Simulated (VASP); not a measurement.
# Pd (P6_3/mmc) in VASP: single point with PBEsol

Aim: the single point of Pd with PBEsol.

Program: VASP 6.6.1. These are calculated values, not measurements. Logs are shortened: lines on timing, memory, paths and dates and some standing lists are left out, and cuts for length are marked.

## 1. The cell of the first run

Symmetry: P6_3/mmc, No. 194, hexagonal system. The conventional cell has a = 2.732 Å, b = 2.732 Å, c = 9.028 Å, α = 90.00°, β = 90.00°, γ = 120.00°. Pd (site symmetry -3m) has 12 Pd at 2.73 to 2.75 Å within 3.6 Å. Pd (site symmetry -6m2) has 12 Pd at 2.73 to 2.75 Å within 3.6 Å.

## 2. Single point, PBEsol, collinear spin, antiferromagnetic start

INCAR

```
SYSTEM = Pd
PREC = Accurate
ENCUT = 520
EDIFF = 1E-6
ISMEAR = -1
SIGMA = 0.05
LREAL = .FALSE.
LASPH = .TRUE.
NELM = 150
ALGO = Normal
ISIF = 2
LWAVE = .FALSE.
LCHARG = .TRUE.
ISPIN = 2
MAGMOM = 0.5 0.5 -0.5 -0.5
LORBIT = 11
LMAXMIX = 4
GGA = PS
LELF = .TRUE.
LVHAR = .TRUE.
NBANDS = 32
```

KPOINTS

```
Automatic mesh
0
G
  13 13 4
  0 0 0
```

POSCAR

```
Pd
1.0
    2.7315211643      0.0000000000      0.0000000000
   -1.3657605821      2.3655667193      0.0000000000
    0.0000000000      0.0000000000      9.0278067379
Pd
4
Direct
    0.0000000000      1.0000000000      0.0000000000
    0.0000000000      1.0000000000      0.5000000000
    0.3333333333      0.6666666667      0.2500000000
    0.6666666667      0.3333333333      0.7500000000
```

Potentials or basis: VASP PAW PBE potentials, release 64 (Pd).

Run with:

```console
$ cat potpaw_PBE.64/Pd/POTCAR > POTCAR
$ mpirun -np 1 vasp_std > vasp.out
```

OUTCAR:

```text
SYSTEM = Pd
   PREC = Accurate
   ENCUT = 520
   EDIFF = 1E-6
   ISMEAR = -1
   LREAL = .FALSE.
   LASPH = .TRUE.
   NELM = 150
   ISIF = 2
   ISPIN = 2
   LORBIT = 11
   GGA = PS

 ion  position               nearest neighbor table
   1  0.000  0.000  0.000-   3 2.75   4 2.75   4 2.75   3 2.75   4 2.75   3 2.75
   2  0.000  0.000  0.500-   3 2.75   4 2.75   4 2.75   3 2.75   4 2.75   3 2.75
   3  0.333  0.667  0.250-   1 2.75   2 2.75   1 2.75   2 2.75   1 2.75   2 2.75
   4  0.667  0.333  0.750-   1 2.75   2 2.75   1 2.75   2 2.75   1 2.75   2 2.75

  LATTYP: Found a hexagonal cell.
 ALAT       =     2.7315211643
 C/A-ratio  =     3.3050473326

  Lattice vectors:

 A1 = (   2.7315211643,   0.0000000000,   0.0000000000)
 A2 = (  -1.3657605821,   2.3655667193,   0.0000000000)
 A3 = (   0.0000000000,   0.0000000000,   9.0278067379)

Analysis of symmetry for initial positions (statically):
=====================================================================
 Subroutine PRICEL returns:
 Original cell was already a primitive cell.

 Routine SETGRP: Setting up the symmetry group for a
 hexagonal supercell.

 Subroutine GETGRP returns: Found 24 space group operations
 (whereof 12 operations were pure point group operations)
 out of a pool of 24 trial point group operations.

The static configuration has the point symmetry D_3d.
 The point group associated with its full space group is D_6h.

Analysis of symmetry for dynamics (positions and initial velocities):
=====================================================================
 Subroutine PRICEL returns:
 Original cell was already a primitive cell.

 Routine SETGRP: Setting up the symmetry group for a
 hexagonal supercell.

 Subroutine GETGRP returns: Found 24 space group operations
 (whereof 12 operations were pure point group operations)
 out of a pool of 24 trial point group operations.

The dynamic configuration has the point symmetry D_3d.
 The point group associated with its full space group is D_6h.

Analysis of structural, dynamic, and magnetic symmetry:
=====================================================================
 Subroutine PRICEL returns:
 Original cell was already a primitive cell.

 Routine SETGRP: Setting up the symmetry group for a
 hexagonal supercell.

 Subroutine GETGRP returns: Found 24 space group operations
 (whereof 12 operations were pure point group operations)
 out of a pool of 24 trial point group operations.

The overall configuration has the point symmetry D_3d.
 The point group associated with its full space group is D_6h.

 Subroutine INISYM returns: Found 24 space group operations
 (whereof 12 operations are pure point group operations),
 and found     1 'primitive' translations

----------------------------------------------------------------------------------------

                                     Primitive cell

  volume of cell :      58.3340

  direct lattice vectors                    reciprocal lattice vectors
     2.731521164  0.000000000  0.000000000     0.366096376  0.211365841  0.000000000
    -1.365760582  2.365566719  0.000000000     0.000000000  0.422731683  0.000000000
     0.000000000  0.000000000  9.027806738     0.000000000  0.000000000  0.110768875

  length of vectors
     2.731521164  2.731521164  9.027806738     0.422731683  0.422731683  0.110768875

  position of ions in fractional coordinates (direct lattice)
     0.000000000  0.000000000  0.000000000
     0.000000000  0.000000000  0.500000000
     0.333333333  0.666666667  0.250000000
     0.666666667  0.333333333  0.750000000

  ion indices of the primitive-cell ions
   primitive index   ion index
                 1           1
                 2           2
                 3           3
                 4           4

----------------------------------------------------------------------------------------

 KPOINTS: Automatic mesh

Automatic generation of k-mesh.
 Grid dimensions read from file:
 generate k-points for:   13   13    4

 Generating k-lattice:

  Cartesian coordinates                     Fractional coordinates (reciprocal lattice)
     0.028161260  0.016258911  0.000000000     0.076923077 -0.000000000  0.000000000
     0.000000000  0.032517822  0.000000000     0.000000000  0.076923077  0.000000000
     0.000000000  0.000000000  0.027692219     0.000000000  0.000000000  0.250000000

  Length of vectors
     0.032517822  0.032517822  0.027692219

  Shift w.r.t. Gamma in fractional coordinates (k-lattice)
     0.000000000  0.000000000  0.000000000

 Subroutine IBZKPT returns following result:
 ===========================================

 Found     63 irreducible k-points:

 Following reciprocal coordinates:
            Coordinates               Weight
  0.000000  0.000000  0.000000      1.000000
  0.076923  0.000000  0.000000      6.000000
  0.153846  0.000000  0.000000      6.000000
  0.230769  0.000000  0.000000      6.000000
  0.307692  0.000000  0.000000      6.000000
  0.384615  0.000000  0.000000      6.000000
[... 16 lines left out ...]
  0.076923  0.000000  0.250000     12.000000
  0.153846  0.000000  0.250000     12.000000
 [... further k-points ...]
   k-points           NKPTS =     63   k-points in BZ     NKDIM =     63   number of bands    NBANDS=     32
   number of dos      NEDOS =    301   number of ions     NIONS =      4
   total plane-waves  NPLWV =  28000
   dimension x,y,z NGX =    20 NGY =   20 NGZ =   70
   dimension x,y,z NGXF=    40 NGYF=   40 NGZF=  140
   ions per type =               4
   NGX,Y,Z   is equivalent  to a cutoff of  12.17, 12.17, 12.89 a.u.
   NGXF,Y,Z  is equivalent  to a cutoff of  24.34, 24.34, 25.78 a.u.
 SYSTEM =  Pd
   PREC   = accura    normal or accurate (medium, high low for compatibility)
   ISTART =      0    job   : 0-new  1-cont  2-samecut
   ICHARG =      2    charge: 1-file 2-atom 10-const
   ISPIN  =      2    spin polarized calculation?
   LNONCOLLINEAR =      F non collinear calculations
   LSORBIT =      F    spin-orbit coupling
   LASPH  =      T    aspherical Exc in radial PAW
   ENCUT  =  520.0 eV  38.22 Ry    6.18 a.u.   5.08  5.08 16.79*2*pi/ulx,y,z
   NELM   =    150;   NELMIN=  2; NELMDL= -5     # of ELM steps
   EDIFF  = 0.1E-05   stopping-criterion for ELM
   LREAL  =      F    real-space projection
   EDIFFG = 0.1E-04   stopping-criterion for IOM
   NSW    =      0    number of steps for IOM
   IBRION =     -1    ionic relax: 0-MD 1-quasi-New 2-CG
   NFREE  =      0    steps in history (QN), initial steepest desc. (CG)
   ISIF   =      2    stress and relaxation
   ISYM   =      2    0-nonsym 1-usesym 2-fastsym
   POTIM  = 0.5000    time-step for ionic-motion
   TEBEG  =    0.0;   TEEND  =   0.0 temperature during run
   PSTRESS=    0.0 pullay stress
   NELECT =      40.0000    total number of electrons
   NUPDOWN=      -1.0000    fix difference up-down
   EMIN   =  10.00;   EMAX   =-10.00  energy-range for DOS
   EFERMI =   0.00;   METHOD = LEGACY
   ISMEAR =    -1;   SIGMA  =   0.05  broadening in eV -4-tet -1-fermi 0-gaus
   EFERMI_NEDOS =   21; number of points for ismear=-14 and -15
   IALGO  =     38    algorithm
   IMIX   =      4    mixing-type and parameters
     AMIX     =   0.40;   BMIX     =  1.00
     AMIX_MAG =   1.60;   BMIX_MAG =  1.00
  volume/ion in A,a.u.               =      14.58        98.41
  Fermi-wavevector in a.u.,A,eV,Ry     =   1.443624  2.728054 28.355233  2.084051
  Thomas-Fermi vector in A             =   2.562011
   LORBIT       =     11    0 simple, 1 ext, 2 COOP (PROOUT), +10 PAW based schemes
   GGA     = PS    functional components
   LHFCALC =     F    Hartree Fock is set to
   AEXX    =    0.0000 exact exchange contribution
   IVDW    =     0    specifies the selected vdW correction
   LEPSILON=     F    determine dielectric tensor
   LRPA    =     F    only Hartree local field effects (RPA)
 spin polarized calculation
  energy-cutoff  :      520.00
  volume of cell :       58.33
 maximum number of plane-waves:      1590
   NGX = 11   NGY = 11   NGZ = 33

 number of electron      40.0000002 magnetization       0.0153125

 Free energy of the ion-electron system (eV)
  ---------------------------------------------------
  ext. energy  EPLUGINS =         0.00000000
  ---------------------------------------------------
  free energy    TOTEN  =       -23.81848985 eV

  energy without entropy =      -23.74562821  energy(sigma->0) =      -23.78205903

 E-fermi :   9.8433     XC(G=0): -13.4494

 val. band max:        9.8393724202   @ k =   0.3846   0.1538   0.0000
 cond. band min:       9.8467076828   @ k =   0.3077   0.2308   0.0000
 fundamental gap:      0.0073352626
 Fermi energy:         9.8433174133

 spin component 1

 k-point     1 :       0.0000    0.0000    0.0000
  band No.  band energies     occupation
      1       2.4841      1.00000
      2       4.1592      1.00000
      3       4.1656      1.00000
      4       4.3753      1.00000
      5       6.8195      1.00000
      6       6.8403      1.00000
[... 829 lines left out ...]
     31      28.6769      0.00000
     32      28.7542      0.00000

 [... further k-points ...]

 spin component 2

 k-point     1 :       0.0000    0.0000    0.0000
  band No.  band energies     occupation
      1       2.4848      1.00000
      2       4.1602      1.00000
      3       4.1668      1.00000
      4       4.3773      1.00000
      5       6.8215      1.00000
      6       6.8431      1.00000
[... 829 lines left out ...]
     31      28.6777      0.00000
     32      28.7549      0.00000

 [... further k-points ...]

------------------------ aborting loop because EDIFF is reached ----------------------------------------

  FORCE on cell =-STRESS in cart. coord.  units (eV):
  Direction    XX          YY          ZZ          XY          YZ          ZX
  --------------------------------------------------------------------------------------
  -------------------------------------------------------------------------------------
  Total       -0.1190048     -0.1190048     -0.1386437     -0.0000000     -0.0000000      0.0000000
  in kB       -3.2685347     -3.2685347     -3.8079289     -0.0000000     -0.0000000      0.0000000
  external PRESSURE =      -3.4483327 kB  Pullay stress =       0.0000000 kB

 VOLUME and BASIS-vectors are now :
 -----------------------------------------------------------------------------
  energy-cutoff  :      520.00
  volume of cell :       58.33
      direct lattice vectors                 reciprocal lattice vectors
     2.731521164  0.000000000  0.000000000     0.366096376  0.211365841  0.000000000
    -1.365760582  2.365566719  0.000000000     0.000000000  0.422731683  0.000000000
     0.000000000  0.000000000  9.027806738     0.000000000  0.000000000  0.110768875

 POSITION                                       TOTAL-FORCE (eV/Angst)
 -----------------------------------------------------------------------------------
      0.00000      0.00000      0.00000         0.000000      0.000000      0.000000
      0.00000      0.00000      4.51390         0.000000      0.000000      0.000000
     -0.00000      1.57704      2.25695        -0.000000     -0.000000     -0.000000
      1.36576      0.78852      6.77086         0.000000      0.000000      0.000000
 -----------------------------------------------------------------------------------
    total drift:                                0.000000     -0.000000      0.000000

  FREE ENERGIE OF THE ION-ELECTRON SYSTEM (eV)
  ---------------------------------------------------
  free  energy   TOTEN  =       -23.8184898546 eV

  energy  without entropy=      -23.7456282070  energy(sigma->0) =      -23.78205903

 total charge

# of ion       s       p       d       tot
------------------------------------------
    1        0.486   0.494   8.473   9.452
    2        0.486   0.494   8.473   9.452
    3        0.486   0.496   8.468   9.450
    4        0.486   0.496   8.468   9.450
--------------------------------------------------
tot          1.943   1.979  33.883  37.805

 magnetization (x)

# of ion       s       p       d       tot
------------------------------------------
    1       -0.000  -0.000   0.004   0.004
    2       -0.000  -0.000   0.004   0.004
    3       -0.000  -0.000   0.003   0.003
    4       -0.000  -0.000   0.003   0.003
--------------------------------------------------
tot         -0.000  -0.000   0.014   0.013
```

Wall time 2.3 min (1 thread of AMD EPYC 7R13 (Zen 3), shared host); peak memory 0.26 GiB.

What came out:

| Property | Result |
| --- | --- |
| Free energy | -23.8185 eV |
| Pressure | -0.3 GPa |
| Band gap on the k mesh | zero (filled and empty bands overlap) |
| Net moment | 0.02 μB per cell |
| Valence electrons inside the program's atomic spheres | Pd 9.45 |

Caveat: the PAW data sets were made with another functional, which shifts forces and pressure a little.
